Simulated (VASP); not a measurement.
# Sb (R-3m) in VASP: notebook

Sb is run at these levels: PBE; tasks: electric field gradients.

Everything below comes from runs of VASP 6.6.1. Logs are shortened: lines on timing, memory, paths and dates and some standing lists are left out, and cuts for length are marked.

## 1. The cell of the first run

The structure is trigonal, space group R-3m (No. 166). Conventional cell: a = 4.387 Å, b = 4.387 Å, c = 11.232 Å, α = 90.00°, β = 90.00°, γ = 120.00°. Within 3.9 Å of Sb (site symmetry 3m) lie 6 Sb at 2.95 to 3.38 Å.

## 2. Electric field gradients, PBE (equal xx and yy strain of +2 %)

INCAR reads:

```
ALGO = Normal
EDIFF = 1E-8
ENCUT = 400
GGA = PE
GGA_COMPAT = False
ISIF = 2
ISMEAR = -1
LASPH = True
LCHARG = False
LEFG = True
LREAL = False
LWAVE = False
NBANDS = 12
NELM = 120
PREC = Accurate
SIGMA = 0.05
```

KPOINTS reads:

```
k-points
0
Gamma
  9 9 9
```

POSCAR reads:

```
Sb
1.0
    2.1936123386      1.2664826742      3.7440000000
   -2.1936123386      1.2664826742      3.7440000000
    0.0000000000     -2.5329653483      3.7440000000
Sb
2
Direct
    0.2336400000      0.2336400000      0.2336400000
    0.7663600000      0.7663600000      0.7663600000
```

Potentials or basis: VASP PAW PBE potentials, release 64 (Sb).

Started as:

```console
$ cat potpaw_PBE.64/Sb/POTCAR > POTCAR
$ mpirun -np 1 vasp_std > vasp.out
```

OUTCAR:

```text
EDIFF = 1E-8
   ENCUT = 400
   GGA = PE
   ISIF = 2
   ISMEAR = -1
   LASPH = True
   LREAL = False
   NELM = 120
   PREC = Accurate

 ion  position               nearest neighbor table
   1  0.234  0.234  0.234-   2 2.95   2 2.95   2 2.95   2 3.38   2 3.38   2 3.38
   2  0.766  0.766  0.766-   1 2.95   1 2.95   1 2.95   1 3.38   1 3.38   1 3.38

  LATTYP: Found a trigonal (rhomboedric) cell.
 ALAT       =     4.5203373166
 COS(alpha) =     0.5290139237

  Lattice vectors:

 A1 = (   2.1936123386,   1.2664826742,   3.7440000000)
 A2 = (  -2.1936123386,   1.2664826742,   3.7440000000)
 A3 = (   0.0000000000,  -2.5329653483,   3.7440000000)

Analysis of symmetry for initial positions (statically):
=====================================================================
 Subroutine PRICEL returns:
 Original cell was already a primitive cell.

 Routine SETGRP: Setting up the symmetry group for a
 trigonal (rhombohedral) supercell.

 Subroutine GETGRP returns: Found 12 space group operations
 (whereof 12 operations were pure point group operations)
 out of a pool of 12 trial point group operations.

The static configuration has the point symmetry D_3d.

Analysis of symmetry for dynamics (positions and initial velocities):
=====================================================================
 Subroutine PRICEL returns:
 Original cell was already a primitive cell.

 Routine SETGRP: Setting up the symmetry group for a
 trigonal (rhombohedral) supercell.

 Subroutine GETGRP returns: Found 12 space group operations
 (whereof 12 operations were pure point group operations)
 out of a pool of 12 trial point group operations.

The dynamic configuration has the point symmetry D_3d.

 Subroutine INISYM returns: Found 12 space group operations
 (whereof 12 operations are pure point group operations),
 and found     1 'primitive' translations

----------------------------------------------------------------------------------------

                                     Primitive cell

  volume of cell :      62.4089

  direct lattice vectors                    reciprocal lattice vectors
     2.193612339  1.266482674  3.744000000     0.227934531  0.131598063  0.089031339
    -2.193612339  1.266482674  3.744000000    -0.227934531  0.131598063  0.089031339
     0.000000000 -2.532965348  3.744000000     0.000000000 -0.263196126  0.089031339

  length of vectors
[... 134 lines left out ...]
 fundamental gap:      0.1567330404
 Fermi energy:         6.8127050010

 k-point     1 :       0.0000    0.0000    0.0000
  band No.  band energies     occupation
      1      -5.5821      2.00000
      2       1.9324      2.00000
      3       5.0430      2.00000
      4       5.0644      2.00000
      5       5.0644      2.00000
      6       8.9405      0.00000
      7       9.5365      0.00000
      8       9.5365      0.00000
      9      11.8999      0.00000
     10      11.8999      0.00000
     11      12.1578      0.00000
     12      13.5333      0.00000
[... 331 lines left out ...]
 k-point    24 :       0.4444    0.4444    0.0000
  band No.  band energies     occupation
      1      -3.4692      2.00000
      2      -0.9749      2.00000
      3       1.7877      2.00000
      4       3.3214      2.00000
      5       3.3898      2.00000
      6       8.5326      0.00000
      7      11.6051      0.00000
      8      12.1313      0.00000
      9      13.1322      0.00000
     10      15.3584      0.00000
     11      16.3918      0.00000
     12      17.6524      0.00000

 [... further k-points ...]

------------------------ aborting loop because EDIFF is reached ----------------------------------------

  FORCE on cell =-STRESS in cart. coord.  units (eV):
  Direction    XX          YY          ZZ          XY          YZ          ZX
  --------------------------------------------------------------------------------------
  -------------------------------------------------------------------------------------
  Total        0.1760277      0.1760277      0.4444821      0.0000000      0.0000000      0.0000000
  in kB        4.5190323      4.5190323     11.4108658      0.0000000      0.0000000      0.0000000
  external PRESSURE =       6.8163101 kB  Pullay stress =       0.0000000 kB

 VOLUME and BASIS-vectors are now :
 -----------------------------------------------------------------------------
  energy-cutoff  :      400.00
  volume of cell :       62.41
      direct lattice vectors                 reciprocal lattice vectors
     2.193612339  1.266482674  3.744000000     0.227934531  0.131598063  0.089031339
    -2.193612339  1.266482674  3.744000000    -0.227934531  0.131598063  0.089031339
     0.000000000 -2.532965348  3.744000000     0.000000000 -0.263196126  0.089031339

 POSITION                                       TOTAL-FORCE (eV/Angst)
 -----------------------------------------------------------------------------------
      0.00000      0.00000      2.62424         0.000000      0.000000      0.067714
      0.00000      0.00000      8.60776         0.000000     -0.000000     -0.067714
 -----------------------------------------------------------------------------------
    total drift:                                0.000000     -0.000000      0.000000

  FREE ENERGIE OF THE ION-ELECTRON SYSTEM (eV)
  ---------------------------------------------------
  free  energy   TOTEN  =        -8.2775747673 eV

  energy  without entropy=       -8.2763805199  energy(sigma->0) =       -8.27697764

 Electric field gradients (V/A^2)
---------------------------------------------------------------------
 ion       V_xx      V_yy      V_zz      V_xy      V_xz      V_yz
---------------------------------------------------------------------
   1      25.898    25.898   -51.796    -0.000    -0.000    -0.000
   2      25.898    25.898   -51.796    -0.000    -0.000    -0.000
---------------------------------------------------------------------

 Electric field gradients after diagonalization (V/A^2)
 (convention: |V_zz| > |V_xx| > |V_yy|)
----------------------------------------------------------------------
 ion       V_xx      V_yy      V_zz     asymmetry (V_yy - V_xx)/ V_zz
----------------------------------------------------------------------
   1      25.898    25.898   -51.796       0.000
   2      25.898    25.898   -51.796       0.000
----------------------------------------------------------------------

           NMR quadrupolar parameters

 Cq : quadrupolar parameter    Cq=e*Q*V_zz/h
 eta: asymmetry parameters     (V_yy - V_xx)/ V_zz
 Q  : nuclear electric quadrupole moment in mb (millibarn)
----------------------------------------------------------------------
 ion       Cq(MHz)       eta       Q (mb)
----------------------------------------------------------------------
   1      -0.125       0.000       1.000
   2      -0.125       0.000       1.000
----------------------------------------------------------------------
```

OSZICAR:

```text
N       E                     dE             d eps       ncg     rms          rms(c)
DAV:   1     0.282383554911E+02    0.28238E+02   -0.30282E+03  2040   0.529E+02
DAV:   2    -0.675350966655E+01   -0.34992E+02   -0.33761E+02  2664   0.951E+01
DAV:   3    -0.826283905624E+01   -0.15093E+01   -0.14891E+01  2500   0.220E+01
DAV:   4    -0.827723267575E+01   -0.14394E-01   -0.14373E-01  2340   0.253E+00
DAV:   5    -0.827740606614E+01   -0.17339E-03   -0.17339E-03  2544   0.303E-01    0.286E+00
DAV:   6    -0.827734693537E+01    0.59131E-04   -0.23821E-03  2380   0.322E-01    0.172E+00
DAV:   7    -0.827742913384E+01   -0.82198E-04   -0.57234E-03  2420   0.491E-01    0.845E-02
DAV:   8    -0.827754534446E+01   -0.11621E-03   -0.19295E-04  2472   0.829E-02    0.250E-02
DAV:   9    -0.827757386614E+01   -0.28522E-04   -0.41409E-05  2400   0.387E-02    0.475E-03
DAV:  10    -0.827757444487E+01   -0.57873E-06   -0.46462E-06  2436   0.114E-02    0.155E-03
DAV:  11    -0.827757447040E+01   -0.25537E-07   -0.42414E-07  2432   0.418E-03    0.100E-03
DAV:  12    -0.827757473944E+01   -0.26904E-06   -0.61623E-08  2428   0.135E-03    0.175E-04
DAV:  13    -0.827757477423E+01   -0.34785E-07   -0.60246E-09  1804   0.469E-04    0.570E-05
DAV:  14    -0.827757476733E+01    0.69002E-08   -0.57533E-10  1236   0.172E-04
   1 F= -.82775748E+01 E0= -.82769776E+01  d E =-.119425E-02
```

It took 25 s on 1 thread of Intel Xeon Platinum 8559C (Emerald Rapids), shared host; peak memory 0.18 GiB.

Results:

- Free energy: -8.2776 eV
- Pressure: 0.7 GPa
- Largest force: 0.068 eV/Å
- Band gap on the k mesh: 0.16 eV, indirect (least direct gap 0.47 eV)

Forces in eV/Å, atoms in the order of the input:
```
Sb   0.000  0.000  0.068
Sb   0.000  0.000 -0.068
```

Stress tensor (GPa, compression positive):
```
0.45 0.00 0.00
0.00 0.45 0.00
0.00 0.00 1.14
```

Electric field gradients, principal values (V/Å²):
| atom | least | middle | greatest (by size) |
| --- | --- | --- | --- |
| 1 Sb | 25.898 | 25.898 | -51.796 |
| 2 Sb | 25.898 | 25.898 | -51.796 |

Caveat: the cell differs from its parent crystal (equal xx and yy strain of +2 %); without QUAD_EFG the Cq values of the log hold for a quadrupole moment of 1 mb, not for the nuclei; spin-orbit coupling is left out, which moves the levels of the heavy elements. A k mesh can miss the band edges.

## 3. Electric field gradients, PBE (zz strain of -3 %)

INCAR reads:

```
SYSTEM = Sb
ALGO = Normal
EDIFF = 1E-8
ENCUT = 520
GGA = PE
ISIF = 2
ISMEAR = -1
LASPH = .TRUE.
LCHARG = .FALSE.
LEFG = .TRUE.
LREAL = .FALSE.
LWAVE = .FALSE.
NBANDS = 12
NELM = 60
PREC = Accurate
SIGMA = 0.05
```

KPOINTS reads:

```
k-points
0
G
  9 9 9
  0 0 0
```

POSCAR reads:

```
Sb
1.0
    2.1506003320      1.2416496806      3.6316800000
   -2.1506003320      1.2416496806      3.6316800000
    0.0000000000     -2.4832993611      3.6316800000
Sb
2
Direct
    0.2336400000      0.2336400000      0.2336400000
    0.7663600000      0.7663600000      0.7663600000
```

Potentials or basis: VASP PAW PBE potentials, release 64 (Sb).

Started as:

```console
$ cat potpaw_PBE.64/Sb/POTCAR > POTCAR
$ mpirun -np 1 vasp_std > vasp.out
```

OUTCAR:

```text
SYSTEM = Sb
   EDIFF = 1E-8
   ENCUT = 520
   GGA = PE
   ISIF = 2
   ISMEAR = -1
   LASPH = .TRUE.
   LREAL = .FALSE.
   NELM = 60
   PREC = Accurate

 ion  position               nearest neighbor table
   1  0.234  0.234  0.234-   2 2.88   2 2.88   2 2.88   2 3.30   2 3.30   2 3.30
   2  0.766  0.766  0.766-   1 2.88   1 2.88   1 2.88   1 3.30   1 3.30   1 3.30

  LATTYP: Found a trigonal (rhomboedric) cell.
 ALAT       =     4.3995312636
 COS(alpha) =     0.5221004778

  Lattice vectors:

 A1 = (   2.1506003320,   1.2416496806,   3.6316800000)
 A2 = (  -2.1506003320,   1.2416496806,   3.6316800000)
 A3 = (   0.0000000000,  -2.4832993611,   3.6316800000)

Analysis of symmetry for initial positions (statically):
=====================================================================
 Subroutine PRICEL returns:
 Original cell was already a primitive cell.

 Routine SETGRP: Setting up the symmetry group for a
 trigonal (rhombohedral) supercell.

 Subroutine GETGRP returns: Found 12 space group operations
 (whereof 12 operations were pure point group operations)
 out of a pool of 12 trial point group operations.

The static configuration has the point symmetry D_3d.

Analysis of symmetry for dynamics (positions and initial velocities):
=====================================================================
 Subroutine PRICEL returns:
 Original cell was already a primitive cell.

 Routine SETGRP: Setting up the symmetry group for a
 trigonal (rhombohedral) supercell.

 Subroutine GETGRP returns: Found 12 space group operations
 (whereof 12 operations were pure point group operations)
[... 506 lines left out ...]
      3       2.2841      2.00000
      4       3.8553      2.00000
      5       3.9908      2.00000
      6       9.1875      0.00000
      7      12.8829      0.00000
      8      13.3410      0.00000
      9      14.6408      0.00000
     10      16.3977      0.00000
     11      17.5468      0.00000
     12      18.6991      0.00000

 [... further k-points ...]

------------------------ aborting loop because EDIFF is reached ----------------------------------------

  FORCE on cell =-STRESS in cart. coord.  units (eV):
  Direction    XX          YY          ZZ          XY          YZ          ZX
  --------------------------------------------------------------------------------------
  -------------------------------------------------------------------------------------
  Total        1.7978863      1.7978863      1.9037822      0.0000000      0.0000000      0.0000000
  in kB       49.5056983     49.5056983     52.4215955      0.0000000      0.0000000      0.0000000
  external PRESSURE =      50.4776641 kB  Pullay stress =       0.0000000 kB

 VOLUME and BASIS-vectors are now :
 -----------------------------------------------------------------------------
  energy-cutoff  :      520.00
  volume of cell :       58.19
      direct lattice vectors                 reciprocal lattice vectors
     2.150600332  1.241649681  3.631680000     0.232493222  0.134230024  0.091784886
    -2.150600332  1.241649681  3.631680000    -0.232493222  0.134230024  0.091784886
     0.000000000 -2.483299361  3.631680000     0.000000000 -0.268460048  0.091784886

 POSITION                                       TOTAL-FORCE (eV/Angst)
 -----------------------------------------------------------------------------------
      0.00000      0.00000      2.54552         0.000000      0.000000      0.436348
      0.00000      0.00000      8.34952         0.000000     -0.000000     -0.436348
 -----------------------------------------------------------------------------------
    total drift:                                0.000000     -0.000000      0.000000

  FREE ENERGIE OF THE ION-ELECTRON SYSTEM (eV)
  ---------------------------------------------------
  free  energy   TOTEN  =        -8.2041416958 eV

  energy  without entropy=       -8.2019740103  energy(sigma->0) =       -8.20305785

 Electric field gradients (V/A^2)
---------------------------------------------------------------------
 ion       V_xx      V_yy      V_zz      V_xy      V_xz      V_yz
---------------------------------------------------------------------
   1      27.502    27.502   -55.005     0.000     0.000    -0.000
   2      27.502    27.502   -55.005    -0.000     0.000    -0.000
---------------------------------------------------------------------

 Electric field gradients after diagonalization (V/A^2)
 (convention: |V_zz| > |V_xx| > |V_yy|)
----------------------------------------------------------------------
 ion       V_xx      V_yy      V_zz     asymmetry (V_yy - V_xx)/ V_zz
----------------------------------------------------------------------
   1      27.502    27.502   -55.005       0.000
   2      27.502    27.502   -55.005       0.000
----------------------------------------------------------------------

           NMR quadrupolar parameters

 Cq : quadrupolar parameter    Cq=e*Q*V_zz/h
 eta: asymmetry parameters     (V_yy - V_xx)/ V_zz
 Q  : nuclear electric quadrupole moment in mb (millibarn)
----------------------------------------------------------------------
 ion       Cq(MHz)       eta       Q (mb)
----------------------------------------------------------------------
   1      -0.133       0.000       1.000
   2      -0.133       0.000       1.000
----------------------------------------------------------------------
```

Run time: 2.7 min. Hardware: 1 thread of AMD EPYC, shared host; peak memory 0.19 GiB.

What came out:

```
Free energy            : -8.2041 eV
Pressure               : 5.0 GPa
Largest force          : 0.436 eV/Å
Band gap on the k mesh : 0.03 eV, indirect (least direct gap 0.43 eV)
```

Forces on the atoms (eV/Å):
```
Sb   0.000  0.000  0.436
Sb   0.000  0.000 -0.436
```

Stress tensor (GPa, compression positive):
```
4.95 0.00 0.00
0.00 4.95 0.00
0.00 0.00 5.24
```

Levels at points of the mesh, in eV from the valence-band top:
```tsv
k point	band 1	band 2	band 3	band 4	band 5	band 6	band 7	band 8	band 9	band 10
(0.00, 0.00, 0.00)	-12.98	-4.52	-1.96	-1.96	-1.89	2.15	2.81	2.81	4.95	4.95
```

Electric field gradients, principal values (V/Å²):
| atom | least | middle | greatest (by size) |
| --- | --- | --- | --- |
| 1 Sb | 27.502 | 27.502 | -55.005 |
| 2 Sb | 27.502 | 27.502 | -55.005 |

Caveat: the cell differs from its parent crystal (zz strain of -3 %); without QUAD_EFG the Cq values of the log hold for a quadrupole moment of 1 mb, not for the nuclei; spin-orbit coupling is left out, which moves the levels of the heavy elements.

## 4. Electric field gradients, PBE (zz strain of -3 %)

INCAR reads:

```
  PREC = Accurate
  ENCUT = 520
  EDIFF = 1E-8
  ISMEAR = -1
  SIGMA = 0.05
  LREAL = F
  LASPH = T
  NELM = 60
  ALGO = Normal
  ISIF = 2
  LWAVE = F
  LCHARG = F
  GGA = PE
  LEFG = T
  NBANDS = 12
```

KPOINTS reads:

```
regular mesh
0
Gamma
  9 9 9
```

POSCAR is that of step 3.

Potentials or basis: VASP PAW PBE potentials, release 64 (Sb).

Started as:

```console
$ cat potpaw_PBE.64/Sb/POTCAR > POTCAR
$ mpirun -np 1 vasp_std > vasp.out
```

OUTCAR:

```text
PREC = Accurate
   ENCUT = 520
   EDIFF = 1E-8
   ISMEAR = -1
   LREAL = F
   LASPH = T
   NELM = 60
   ISIF = 2
   GGA = PE

 ion  position               nearest neighbor table
   1  0.234  0.234  0.234-   2 2.88   2 2.88   2 2.88   2 3.30   2 3.30   2 3.30
   2  0.766  0.766  0.766-   1 2.88   1 2.88   1 2.88   1 3.30   1 3.30   1 3.30

  LATTYP: Found a trigonal (rhomboedric) cell.
 ALAT       =     4.3995312636
 COS(alpha) =     0.5221004778

  Lattice vectors:

 A1 = (   2.1506003320,   1.2416496806,   3.6316800000)
[... 574 lines left out ...]
  free  energy   TOTEN  =        -8.2041416958 eV

  energy  without entropy=       -8.2019740103  energy(sigma->0) =       -8.20305785

 Electric field gradients (V/A^2)
---------------------------------------------------------------------
 ion       V_xx      V_yy      V_zz      V_xy      V_xz      V_yz
---------------------------------------------------------------------
   1      27.502    27.502   -55.005     0.000     0.000    -0.000
   2      27.502    27.502   -55.005    -0.000     0.000    -0.000
---------------------------------------------------------------------

 Electric field gradients after diagonalization (V/A^2)
 (convention: |V_zz| > |V_xx| > |V_yy|)
----------------------------------------------------------------------
 ion       V_xx      V_yy      V_zz     asymmetry (V_yy - V_xx)/ V_zz
----------------------------------------------------------------------
   1      27.502    27.502   -55.005       0.000
   2      27.502    27.502   -55.005       0.000
----------------------------------------------------------------------

           NMR quadrupolar parameters

 Cq : quadrupolar parameter    Cq=e*Q*V_zz/h
 eta: asymmetry parameters     (V_yy - V_xx)/ V_zz
 Q  : nuclear electric quadrupole moment in mb (millibarn)
----------------------------------------------------------------------
 ion       Cq(MHz)       eta       Q (mb)
----------------------------------------------------------------------
   1      -0.133       0.000       1.000
   2      -0.133       0.000       1.000
----------------------------------------------------------------------
```

Run time: 2.8 min. Hardware: 1 thread of AMD EPYC, shared host; peak memory 0.19 GiB.

What came out:

```
Free energy            : -8.2041 eV
Pressure               : 5.0 GPa
Largest force          : 0.436 eV/Å
Band gap on the k mesh : 0.03 eV, indirect (least direct gap 0.43 eV)
```

Forces on the atoms (eV/Å):
```
Sb   0.000  0.000  0.436
Sb   0.000  0.000 -0.436
```

Electric field gradients, principal values (V/Å²):
| atom | least | middle | greatest (by size) |
| --- | --- | --- | --- |
| 1 Sb | 27.502 | 27.502 | -55.005 |
| 2 Sb | 27.502 | 27.502 | -55.005 |

Caveat: the cell differs from its parent crystal (zz strain of -3 %); without QUAD_EFG the Cq values of the log hold for a quadrupole moment of 1 mb, not for the nuclei; spin-orbit coupling is left out, which moves the levels of the heavy elements. A k mesh can miss the band edges.
